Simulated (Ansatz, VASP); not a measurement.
# Two plane-wave programs on BaTiO3

The input POSCAR:

```
BaTiO3
1.0
    2.8400536829      1.6397057584      2.3314328250
   -2.8400536829      1.6397057584      2.3314328250
    0.0000000000     -3.2794115167      2.3314328250
Ba Ti O
1 1 3
Direct
    0.0027851058      0.0027851058      0.0027851058
    0.5162478475      0.5162478475      0.5162478475
    0.4897536546      0.4897536546      0.9801597375
    0.4897536546      0.9801597375      0.4897536546
    0.9801597375      0.4897536546      0.4897536546
```

File INCAR.step1:

```
PREC = Accurate
ENCUT = 520
ISMEAR = 0
SIGMA = 0.02
LREAL = F
LASPH = T
NELM = 60
NBANDS = 28
GGA = PE
ALGO = Normal
EDIFF = 1E-4
LWAVE = T
LCHARG = F
```

Contents of INCAR.step2:

```
PREC = Accurate
ENCUT = 520
EDIFF = 1E-6
ISMEAR = 0
SIGMA = 0.02
LREAL = F
LASPH = T
NELM = 60
ALGO = Normal
ISIF = 2
LWAVE = F
LCHARG = F
METAGGA = R2SCAN
LMIXTAU = T
NBANDS = 28
ISTART = 1
```

KPOINTS

```
Automatic mesh
0
Gamma
  6 6 6
```

Input for Ansatz:

```yaml
crystal:
  lattice:
    - [2.8400536829, 1.6397057584, 2.331432825]
    - [-2.8400536829, 1.6397057584, 2.331432825]
    - [0.0, -3.2794115167, 2.331432825]
  atoms:
    - { symbol: Ba, position: [0.0027851058, 0.0027851058, 0.0027851058] }
    - { symbol: Ti, position: [0.5162478475, 0.5162478475, 0.5162478475] }
    - { symbol: O, position: [0.4897536546, 0.4897536546, 0.9801597375] }
    - { symbol: O, position: [0.4897536546, 0.9801597375, 0.4897536546] }
    - { symbol: O, position: [0.9801597375, 0.4897536546, 0.4897536546] }
basis:
  ecutwfc: 500
kpoints:
  mp_grid: { grid: [6, 6, 6] }
  band_path: { path: [VBM, CBM], npoints: 2 }
hamiltonian:
  xc: r2scan
scf:
  occupations: { method: gaussian, width: 0.02 }
output:
  forces: false
  stress: false
  eigenvalues: true
checkpoint:
  read: start.run
  write: ck
  compress: false
  write_wavefunctions: false
  write_every: 100000
```

Alike in both runs: task single point; functional r2SCAN; k mesh 6 × 6 × 6; occupations gaussian, width 0.02 eV; no spin polarisation.

|  | VASP | Ansatz |
| --- | --- | --- |
| version | VASP 6.6.1 | Ansatz 0.2.0 |
| potentials or method | VASP PAW PBE potentials, release 64 (Ba_sv, Ti_sv, O), cutoff 520 eV | scalar-relativistic, plane waves, PAW |
| valence electrons in the cell | 40 | 40 |

|  | VASP | Ansatz | Ansatz less VASP |
| --- | --- | --- | --- |
| gap on the k mesh at the Fermi level (eV) | 2.85 | 2.87 | +0.020 |
| least direct gap on the mesh (eV) | 3.31 | 3.29 | -0.019 |

VASP's potentials were made for PBE, not for r2SCAN.

Spin-orbit coupling is off throughout.
